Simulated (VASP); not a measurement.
# Si3C4 (P-3m1) in VASP: further runs

Si3C4 is run at these levels: PBE; tasks: single point.

Everything below comes from runs of VASP 6.6.1. Logs are shortened: lines on timing, memory, paths and dates and some standing lists are left out, and cuts for length are marked.

## Step 1: The cell of the first run

The structure is trigonal, space group P-3m1 (No. 164). The conventional cell has a = 3.010 Å, b = 3.010 Å, c = 8.870 Å, α = 90.00°, β = 90.00°, γ = 120.00°. Si (site symmetry -3m) has 6 C at 2.04 Å within 2.7 Å. Si (site symmetry 3m) has 4 C at 1.84 to 1.89 Å within 2.4 Å. C (site symmetry 3m) has 1 C at 1.57 Å and 3 Si at 1.89 Å within 2.1 Å. C (site symmetry 3m) has 4 Si at 1.84 to 2.04 Å within 2.4 Å.

The cell was built from a structure type or drawn by symmetry, and may not be a known phase.

## Step 2: Single point, PBE, collinear spin

Input file INCAR:

```
SYSTEM = Si3C4
  PREC = Accurate
  ENCUT = 520
  EDIFF = 1E-6
  ISMEAR = 0
  SIGMA = 0.1
  LREAL = .FALSE.
  LASPH = .TRUE.
  NELM = 150
  ALGO = Normal
  ISIF = 2
  LWAVE = .FALSE.
  LCHARG = .FALSE.
  ISPIN = 2
  MAGMOM = 0 0 0 1 1 1 1
  LORBIT = 11
  GGA = PE
  NBANDS = 27
```

Input file KPOINTS:

```
Automatic mesh
0
G
  6 6 2
  0 0 0
```

Input file POSCAR:

```
Si3C4
1.0
    3.0101504834      0.0000000000      0.0000000000
   -1.5050752417      2.6068667878      0.0000000000
    0.0000000000      0.0000000000      8.8702249141
Si C
3 4
Direct
    0.0000000000      0.0000000000      0.5000000000
    0.6666666667      0.3333333333      0.1725077827
    0.3333333333      0.6666666667      0.8274922173
    0.0000000000      0.0000000000      0.0883354978
    0.3333333333      0.6666666667      0.6197979881
    0.0000000000      0.0000000000      0.9116645022
    0.6666666667      0.3333333333      0.3802020119
```

Potentials or basis: VASP PAW PBE potentials, release 64 (Si, C).

The run is started by

```sh
$ cat potpaw_PBE.64/Si/POTCAR potpaw_PBE.64/C/POTCAR > POTCAR
$ mpirun -np 1 vasp_std > vasp.out
```

OUTCAR:

```text
SYSTEM = Si3C4
   PREC = Accurate
   ENCUT = 520
   EDIFF = 1E-6
   ISMEAR = 0
   LREAL = .FALSE.
   LASPH = .TRUE.
   NELM = 150
   ISIF = 2
   ISPIN = 2
   LORBIT = 11
   GGA = PE

 ion  position               nearest neighbor table
   1  0.000  0.000  0.500-   5 2.04   7 2.04   5 2.04   7 2.04   7 2.04   5 2.04
   2  0.667  0.333  0.173-   7 1.84   4 1.89   4 1.89   4 1.89
   3  0.333  0.667  0.827-   5 1.84   6 1.89   6 1.89   6 1.89
   4  0.000  0.000  0.088-   6 1.57   2 1.89   2 1.89   2 1.89
   5  0.333  0.667  0.620-   3 1.84   1 2.04   1 2.04   1 2.04
   6  0.000  0.000  0.912-   4 1.57   3 1.89   3 1.89   3 1.89
   7  0.667  0.333  0.380-   2 1.84   1 2.04   1 2.04   1 2.04

  LATTYP: Found a hexagonal cell.
 ALAT       =     3.0101504834
 C/A-ratio  =     2.9467712538

  Lattice vectors:

 A1 = (   3.0101504834,   0.0000000000,   0.0000000000)
 A2 = (  -1.5050752417,   2.6068667878,   0.0000000000)
 A3 = (   0.0000000000,   0.0000000000,   8.8702249141)

Analysis of symmetry for initial positions (statically):
=====================================================================
 Subroutine PRICEL returns:
 Original cell was already a primitive cell.

 Routine SETGRP: Setting up the symmetry group for a
 hexagonal supercell.

 Subroutine GETGRP returns: Found 12 space group operations
 (whereof 12 operations were pure point group operations)
 out of a pool of 24 trial point group operations.

The static configuration has the point symmetry D_3d.

Analysis of symmetry for dynamics (positions and initial velocities):
=====================================================================
 Subroutine PRICEL returns:
 Original cell was already a primitive cell.

 Routine SETGRP: Setting up the symmetry group for a
 hexagonal supercell.

 Subroutine GETGRP returns: Found 12 space group operations
 (whereof 12 operations were pure point group operations)
 out of a pool of 24 trial point group operations.

The dynamic configuration has the point symmetry D_3d.

Analysis of structural, dynamic, and magnetic symmetry:
=====================================================================
 Subroutine PRICEL returns:
 Original cell was already a primitive cell.

 Routine SETGRP: Setting up the symmetry group for a
 hexagonal supercell.

 Subroutine GETGRP returns: Found 12 space group operations
 (whereof 12 operations were pure point group operations)
 out of a pool of 24 trial point group operations.

The overall configuration has the point symmetry D_3d.

 Subroutine INISYM returns: Found 12 space group operations
 (whereof 12 operations are pure point group operations),
 and found     1 'primitive' translations

----------------------------------------------------------------------------------------

                                     Primitive cell

  volume of cell :      69.6052

  direct lattice vectors                    reciprocal lattice vectors
     3.010150483  0.000000000  0.000000000     0.332209305  0.191801132  0.000000000
    -1.505075242  2.606866788  0.000000000     0.000000000  0.383602263  0.000000000
     0.000000000  0.000000000  8.870224914     0.000000000  0.000000000  0.112736713

  length of vectors
     3.010150483  3.010150483  8.870224914     0.383602263  0.383602263  0.112736713

  position of ions in fractional coordinates (direct lattice)
     0.000000000  0.000000000  0.500000000
     0.666666667  0.333333333  0.172507783
     0.333333333  0.666666667  0.827492217
     0.000000000  0.000000000  0.088335498
     0.333333333  0.666666667  0.619797988
     0.000000000  0.000000000  0.911664502
     0.666666667  0.333333333  0.380202012

  ion indices of the primitive-cell ions
   primitive index   ion index
                 1           1
                 2           2
                 3           3
                 4           4
                 5           5
                 6           6
                 7           7

----------------------------------------------------------------------------------------

 KPOINTS: Automatic mesh

Automatic generation of k-mesh.
 Grid dimensions read from file:
 generate k-points for:    6    6    2

 Generating k-lattice:

  Cartesian coordinates                     Fractional coordinates (reciprocal lattice)
     0.055368217  0.031966855  0.000000000     0.166666667 -0.000000000  0.000000000
     0.000000000  0.063933711  0.000000000     0.000000000  0.166666667  0.000000000
     0.000000000  0.000000000  0.056368356     0.000000000  0.000000000  0.500000000

  Length of vectors
     0.063933711  0.063933711  0.056368356

  Shift w.r.t. Gamma in fractional coordinates (k-lattice)
     0.000000000  0.000000000  0.000000000

 Subroutine IBZKPT returns following result:
 ===========================================

 Found     14 irreducible k-points:

 Following reciprocal coordinates:
            Coordinates               Weight
  0.000000  0.000000  0.000000      1.000000
  0.166667 -0.000000  0.000000      6.000000
  0.333333  0.000000  0.000000      6.000000
  0.500000 -0.000000  0.000000      3.000000
  0.166667  0.166667  0.000000      6.000000
  0.333333  0.166667  0.000000     12.000000
  0.333333  0.333333  0.000000      2.000000
  0.000000  0.000000  0.500000      1.000000
  0.166667 -0.000000  0.500000      6.000000
  0.333333  0.000000  0.500000      6.000000
  0.500000 -0.000000  0.500000      3.000000
  0.166667  0.166667  0.500000      6.000000
  0.333333  0.166667  0.500000     12.000000
  0.333333  0.333333  0.500000      2.000000
   k-points           NKPTS =     14   k-points in BZ     NKDIM =     14   number of bands    NBANDS=     27
   number of dos      NEDOS =    301   number of ions     NIONS =      7
   total plane-waves  NPLWV =  40320
   dimension x,y,z NGX =    24 NGY =   24 NGZ =   70
   dimension x,y,z NGXF=    48 NGYF=   48 NGZF=  140
   ions per type =               3   4
   NGX,Y,Z   is equivalent  to a cutoff of  13.25, 13.25, 13.12 a.u.
   NGXF,Y,Z  is equivalent  to a cutoff of  26.51, 26.51, 26.24 a.u.
 SYSTEM =  Si3C4
   PREC   = accura    normal or accurate (medium, high low for compatibility)
   ISTART =      0    job   : 0-new  1-cont  2-samecut
   ICHARG =      2    charge: 1-file 2-atom 10-const
   ISPIN  =      2    spin polarized calculation?
   LNONCOLLINEAR =      F non collinear calculations
   LSORBIT =      F    spin-orbit coupling
   LASPH  =      T    aspherical Exc in radial PAW
   ENCUT  =  520.0 eV  38.22 Ry    6.18 a.u.   5.60  5.60 16.49*2*pi/ulx,y,z
   NELM   =    150;   NELMIN=  2; NELMDL= -5     # of ELM steps
   EDIFF  = 0.1E-05   stopping-criterion for ELM
   LREAL  =      F    real-space projection
   EDIFFG = 0.1E-04   stopping-criterion for IOM
   NSW    =      0    number of steps for IOM
   IBRION =     -1    ionic relax: 0-MD 1-quasi-New 2-CG
   NFREE  =      0    steps in history (QN), initial steepest desc. (CG)
   ISIF   =      2    stress and relaxation
   ISYM   =      2    0-nonsym 1-usesym 2-fastsym
   POTIM  = 0.5000    time-step for ionic-motion
   TEBEG  =    0.0;   TEEND  =   0.0 temperature during run
   PSTRESS=    0.0 pullay stress
   NELECT =      28.0000    total number of electrons
   NUPDOWN=      -1.0000    fix difference up-down
   EMIN   =  10.00;   EMAX   =-10.00  energy-range for DOS
   EFERMI =   0.00;   METHOD = LEGACY
   ISMEAR =     0;   SIGMA  =   0.10  broadening in eV -4-tet -1-fermi 0-gaus
   EFERMI_NEDOS =   21; number of points for ismear=-14 and -15
   IALGO  =     38    algorithm
   IMIX   =      4    mixing-type and parameters
     AMIX     =   0.40;   BMIX     =  1.00
     AMIX_MAG =   1.60;   BMIX_MAG =  1.00
  volume/ion in A,a.u.               =       9.94        67.10
  Fermi-wavevector in a.u.,A,eV,Ry     =   1.208501  2.283735 19.870958  1.460474
  Thomas-Fermi vector in A             =   2.344107
   LORBIT       =     11    0 simple, 1 ext, 2 COOP (PROOUT), +10 PAW based schemes
   GGA     = PE    functional components
   LHFCALC =     F    Hartree Fock is set to
   AEXX    =    0.0000 exact exchange contribution
   IVDW    =     0    specifies the selected vdW correction
   LEPSILON=     F    determine dielectric tensor
   LRPA    =     F    only Hartree local field effects (RPA)
 spin polarized calculation
 Gauss-broadening in eV      SIGMA  =   0.10
  energy-cutoff  :      520.00
  volume of cell :       69.61
 maximum number of plane-waves:      1917
 NGX is ok and might be reduce to    24
   NGX = 11   NGY = 11   NGZ = 33

 number of electron      27.9999998 magnetization       0.0000061

 number of electron      27.9999998 magnetization      -0.0005738

 Free energy of the ion-electron system (eV)
  ---------------------------------------------------
  ext. energy  EPLUGINS =         0.00000000
  ---------------------------------------------------
  free energy    TOTEN  =       -50.02858057 eV

  energy without entropy =      -50.01944851  energy(sigma->0) =      -50.02401454

 E-fermi :   8.0650     XC(G=0): -11.4762

 val. band max:        7.9980616385   @ k =   0.1667  -0.0000   0.0000
 cond. band min:       8.1532959878   @ k =   0.1667   0.1667   0.0000
 fundamental gap:      0.1552343494
 Fermi energy:         8.0649901012

 spin component 1

 k-point     1 :       0.0000    0.0000    0.0000
  band No.  band energies     occupation
      1      -8.4031      1.00000
      2      -6.6014      1.00000
      3      -5.7906      1.00000
      4      -2.2448      1.00000
      5      -0.6541      1.00000
      6       4.2702      1.00000
[... 18 lines left out ...]
     25      16.3060      0.00000
     26      17.9638      0.00000

 k-point     2 :       0.1667   -0.0000    0.0000
  band No.  band energies     occupation
      1      -7.9394      1.00000
      2      -6.1064      1.00000
      3      -5.2989      1.00000
      4      -1.8964      1.00000
      5      -0.2845      1.00000
      6       3.9404      1.00000
[... 340 lines left out ...]
 k-point    14 :       0.3333    0.3333    0.5000
  band No.  band energies     occupation
      1      -5.0684      1.00000
      2      -2.3011      1.00000
      3      -2.3011      1.00000
      4      -1.3223      1.00000
      5       0.0820      1.00000
      6       0.0820      1.00000
[... 18 lines left out ...]
     25      19.9765      0.00000
     26      20.6014      0.00000
 Fermi energy:         8.0649901012

 spin component 2

 k-point     1 :       0.0000    0.0000    0.0000
  band No.  band energies     occupation
      1      -8.4030      1.00000
      2      -6.6017      1.00000
      3      -5.7906      1.00000
      4      -2.2451      1.00000
      5      -0.6541      1.00000
      6       4.2701      1.00000
[... 18 lines left out ...]
     25      16.3060      0.00000
     26      17.9636      0.00000

 k-point     2 :       0.1667   -0.0000    0.0000
  band No.  band energies     occupation
      1      -7.9394      1.00000
      2      -6.1067      1.00000
      3      -5.2989      1.00000
      4      -1.8967      1.00000
      5      -0.2845      1.00000
      6       3.9404      1.00000
[... 340 lines left out ...]
 k-point    14 :       0.3333    0.3333    0.5000
  band No.  band energies     occupation
      1      -5.0683      1.00000
      2      -2.3014      1.00000
      3      -2.3014      1.00000
      4      -1.3222      1.00000
      5       0.0821      1.00000
      6       0.0821      1.00000
[... 18 lines left out ...]
     25      19.9762      0.00000
     26      20.5992      0.00000
 [bands above 26 left out]

------------------------ aborting loop because EDIFF is reached ----------------------------------------

  FORCE on cell =-STRESS in cart. coord.  units (eV):
  Direction    XX          YY          ZZ          XY          YZ          ZX
  --------------------------------------------------------------------------------------
  -------------------------------------------------------------------------------------
  Total        0.0898473      0.0898473     -0.4281823      0.0000000      0.0000000      0.0000000
  in kB        2.0681121      2.0681121     -9.8559312      0.0000000      0.0000000      0.0000000
  external PRESSURE =      -1.9065690 kB  Pullay stress =       0.0000000 kB

 VOLUME and BASIS-vectors are now :
 -----------------------------------------------------------------------------
  energy-cutoff  :      520.00
  volume of cell :       69.61
      direct lattice vectors                 reciprocal lattice vectors
     3.010150483  0.000000000  0.000000000     0.332209305  0.191801132  0.000000000
    -1.505075242  2.606866788  0.000000000     0.000000000  0.383602263  0.000000000
     0.000000000  0.000000000  8.870224914     0.000000000  0.000000000  0.112736713

 POSITION                                       TOTAL-FORCE (eV/Angst)
 -----------------------------------------------------------------------------------
      0.00000      0.00000      4.43511        -0.000000     -0.000000      0.000000
      1.50508      0.86896      1.53018        -0.000000     -0.000000      0.374276
     -0.00000      1.73791      7.34004         0.000000      0.000000     -0.374276
      0.00000      0.00000      0.78356        -0.000000     -0.000000     -0.778893
     -0.00000      1.73791      5.49775        -0.000000     -0.000000      0.570528
      0.00000      0.00000      8.08667        -0.000000     -0.000000      0.778893
      1.50508      0.86896      3.37248         0.000000     -0.000000     -0.570528
 -----------------------------------------------------------------------------------
    total drift:                                0.000000      0.000000     -0.000000

  FREE ENERGIE OF THE ION-ELECTRON SYSTEM (eV)
  ---------------------------------------------------
  free  energy   TOTEN  =       -50.0285805681 eV

  energy  without entropy=      -50.0194485088  energy(sigma->0) =      -50.02401454

 total charge

# of ion       s       p       d       tot
------------------------------------------
    1        0.660   0.864   0.000   1.524
    2        0.726   1.000   0.000   1.726
    3        0.726   1.000   0.000   1.726
    4        0.839   1.671   0.000   2.510
    5        0.885   1.514   0.000   2.400
    6        0.839   1.671   0.000   2.510
    7        0.885   1.514   0.000   2.400
--------------------------------------------------
tot          5.561   9.235   0.000  14.796

 magnetization (x)

# of ion       s       p       d       tot
------------------------------------------
    1        0.000  -0.000   0.000  -0.000
    2        0.000   0.000   0.000   0.000
    3        0.000   0.000   0.000   0.000
    4       -0.000  -0.000   0.000  -0.000
    5       -0.000  -0.000   0.000  -0.000
    6       -0.000  -0.000   0.000  -0.000
    7       -0.000  -0.000   0.000  -0.000
--------------------------------------------------
tot         -0.000  -0.000   0.000  -0.000
```

Run time: 50 s. Hardware: 1 thread of Intel Xeon Platinum 8259CL at 2.50GHz (Skylake/Cascade Lake), shared host; peak memory 0.22 GiB.

What came out:

- Free energy: -50.0286 eV
- Pressure: -0.2 GPa
- Largest force: 0.779 eV/Å
- Band gap on the k mesh: zero (filled and empty bands overlap)
- Net moment: 0.00 μB per cell
- Valence electrons inside the program's atomic spheres: Si 1.52, 1.73 (each value once); C 2.51, 2.40 (each value once)

Forces in eV/Å, atoms in the order of the input:
```
Si   0.000  0.000  0.000
Si   0.000  0.000  0.374
Si   0.000  0.000 -0.374
C    0.000  0.000 -0.779
C    0.000  0.000  0.571
C    0.000  0.000  0.779
C    0.000  0.000 -0.571
```

Caveat: the k points lie up to 0.40 Å⁻¹ apart, too coarse for converged energies and pressures of a metal.

## Step 3: Single point, PBE, collinear spin

Input file INCAR:

```
PREC = Accurate ; ENCUT = 520
EDIFF = 1E-6 ; ISMEAR = 0
SIGMA = 0.1 ; LREAL = F
LASPH = T ; NELM = 150
ALGO = Normal ; ISIF = 2
LWAVE = F ; LCHARG = F
ISPIN = 2 ; MAGMOM = 0 0 0 1 1 1 1
LORBIT = 11 ; GGA = PE
NBANDS = 27
```

Input file KPOINTS:

```
Automatic mesh
0
Gamma
  6 6 2
```

Input file POSCAR:

```
Si3C4
1.0
    3.0029435301      0.0000000000      0.0000000000
   -1.5014717650      2.6006253832      0.0000000000
    0.0000000000      0.0000000000      8.8960158907
Si C
3 4
Direct
    0.0000000000      0.0000000000      0.5000000000
    0.6666666667      0.3333333333      0.1733582416
    0.3333333333      0.6666666667      0.8266417584
    0.0000000000      0.0000000000      0.0854439370
    0.3333333333      0.6666666667      0.6215753717
    0.0000000000      0.0000000000      0.9145560630
    0.6666666667      0.3333333333      0.3784246283
```

Potentials or basis: VASP PAW PBE potentials, release 64 (Si, C).

The run is started by

```sh
$ cat potpaw_PBE.64/Si/POTCAR potpaw_PBE.64/C/POTCAR > POTCAR
$ mpirun -np 1 vasp_std > vasp.out
```

Wall time 56 s (1 thread of Intel Xeon Platinum 8259CL at 2.50GHz (Skylake/Cascade Lake), shared host); peak memory 0.22 GiB.

It converged, with:

* Free energy: -50.0596 eV
* Pressure: -0.1 GPa
* Largest force: 0.038 eV/Å
* Band gap on the k mesh: zero (filled and empty bands overlap)
* Net moment: 0.00 μB per cell
* Valence electrons inside the program's atomic spheres: Si 1.51, 1.72 (each value once); C 2.52, 2.40 (each value once)

Forces in eV/Å, atoms in the order of the input:
```
Si   0.000  0.000  0.000
Si   0.000  0.000 -0.001
Si   0.000  0.000  0.001
C    0.000  0.000  0.038
C    0.000  0.000  0.007
C    0.000  0.000 -0.038
C    0.000  0.000 -0.007
```

Stress tensor (GPa, compression positive):
```
-0.11  0.00  0.00
 0.00 -0.11  0.00
 0.00  0.00  0.02
```

Levels at points of the mesh, in eV from the Fermi level:
Spin up:
```tsv
k point	band 12	band 13	band 14	band 15	band 16	band 17
(0.00, 0.00, 0.00)	1.01	1.01	1.05	1.05	4.56	5.24
(0.50, 0.00, 0.00)	-1.87	-1.30	-1.28	0.88	2.46	3.42
(0.00, 0.00, 0.50)	0.55	0.55	1.32	1.32	4.59	4.63
(0.50, 0.00, 0.50)	-2.17	-1.96	-0.76	0.53	2.03	2.78
```
Spin down:
| k point | band 12 | band 13 | band 14 | band 15 | band 16 | band 17 |
| --- | --- | --- | --- | --- | --- | --- |
| (0.00, 0.00, 0.00) | 1.01 | 1.01 | 1.05 | 1.05 | 4.56 | 5.24 |
| (0.50, 0.00, 0.00) | -1.87 | -1.30 | -1.28 | 0.88 | 2.46 | 3.42 |
| (0.00, 0.00, 0.50) | 0.55 | 0.55 | 1.32 | 1.32 | 4.59 | 4.63 |
| (0.50, 0.00, 0.50) | -2.17 | -1.96 | -0.76 | 0.53 | 2.03 | 2.78 |

Caveat: the k points lie up to 0.40 Å⁻¹ apart, too coarse for converged energies and pressures of a metal.

(Continued in part 2 of 2.)
